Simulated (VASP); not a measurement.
The system is CdSe.

```
Cd Se
1.0
     0.00000    3.07027    3.07027
     3.07027    0.00000    3.07027
     3.07027    3.07027    0.00000
Cd Se
1 1
Direct
  0.00000 0.00000 0.00000
  0.75000 0.75000 0.75000
```

| Item | Value |
| --- | --- |
| Program | VASP 6.6.1 |
| Task | relaxation of cell and atoms |
| Functional | PBE |
| Potentials or basis | VASP PAW PBE potentials, release 64 (Cd, Se) |
| Cutoff | 600 eV |
| k mesh | 10 × 10 × 10 |
| Occupations | gaussian, width 0.02 eV |
| Spin | no spin polarisation |

At the start: pressure 1.5 GPa; volume 28.94 Å³/atom.

Problem. How do energy, volume and symmetry change on relaxing?

Solution. Over 3 steps the energy falls by 4.3 meV/atom and the volume is 29.87 Å³/atom (+3.2 %); space group F-43m (No. 216, to 0.05 Å).

The path:
```
step  energy change (eV)  largest force (eV/Å)  pressure (GPa)  volume (Å³)
   1              0.0000                0.0000            1.52        57.88
   2             -0.0080                0.0000           -0.35        60.22
   3             -0.0086                0.0000            0.01        59.74
```

Final structure:
```cif
data_structure
_symmetry_space_group_name_H-M 'P 1'
_symmetry_Int_Tables_number 1
_cell_length_a 4.3879
_cell_length_b 4.3879
_cell_length_c 4.3879
_cell_angle_alpha 60.000
_cell_angle_beta 60.000
_cell_angle_gamma 60.000
_cell_volume 59.74
loop_
_atom_site_label
_atom_site_type_symbol
_atom_site_fract_x
_atom_site_fract_y
_atom_site_fract_z
_atom_site_occupancy
Cd1 Cd 0.00000 0.00000 0.00000 1
Se1 Se 0.75000 0.75000 0.75000 1
```
